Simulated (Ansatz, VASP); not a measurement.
Two plane-wave programs on Be

Contents of INCAR:

```
SYSTEM = Be
PREC = Accurate
ENCUT = 520
EDIFF = 1E-6
ISMEAR = -1
SIGMA = 0.1
LREAL = .False.
LASPH = .True.
NELM = 100
ALGO = Normal
ISIF = 2
LWAVE = .False.
LCHARG = .False.
GGA = PE
NBANDS = 9
```

KPOINTS

```
Automatic mesh
0
Gamma
  26 26 15
  0 0 0
```

POSCAR

```
Be
1.0
    2.2954886875      0.0000000000      0.0000000000
   -1.1477443438      1.9879515175      0.0000000000
    0.0000000000      0.0000000000      3.6055341000
Be
2
Direct
    0.3333333333      0.6666666667      0.2500000000
    0.6666666667      0.3333333333      0.7500000000
```

Input for Ansatz:

```yaml
crystal:
  lattice:
    - [2.2954886875, 0.0, 0.0]
    - [-1.1477443438, 1.9879515175, 0.0]
    - [0.0, 0.0, 3.6055341]
  atoms:
    - { symbol: Be, position: [0.3333333333, 0.6666666667, 0.25] }
    - { symbol: Be, position: [0.6666666667, 0.3333333333, 0.75] }
hamiltonian:
  xc: pbe
  pseudopotentials:
    kind: paw
    azcp:
      Be: "pseudopotentials/Be.paw.azcp"
basis:
  ecutwfc: 420
  fft_grid_basis: typed
kpoints:
  mp_grid: { grid: [26, 26, 15], shift: [0, 0, 0] }
magnetization:
  spin_polarized: false
scf:
  occupations: { method: fermi_dirac, width: 0.1 }
output:
  stress: true
```

Alike in both runs: task single point; functional PBE; k mesh 26 × 26 × 15; occupations fermi-dirac, width 0.1 eV; no spin polarisation.

|  | VASP | Ansatz |
| --- | --- | --- |
| version | VASP 6.6.1 | Ansatz 0.2.0 |
| potentials or method | VASP PAW PBE potentials, release 64 (Be), cutoff 520 eV | plane waves (420 eV) with PAW, scalar-relativistic |
| valence electrons in the cell | 4 | 4 |

```tsv
	VASP	Ansatz	Ansatz less VASP
pressure (GPa)	-4.4	-4.5	-0.13
traceless stress, the component that is largest in VASP (GPa)	0.31	0.29	-0.026
```

The functional is the same, so the differences come from potentials, cutoffs and numerics.
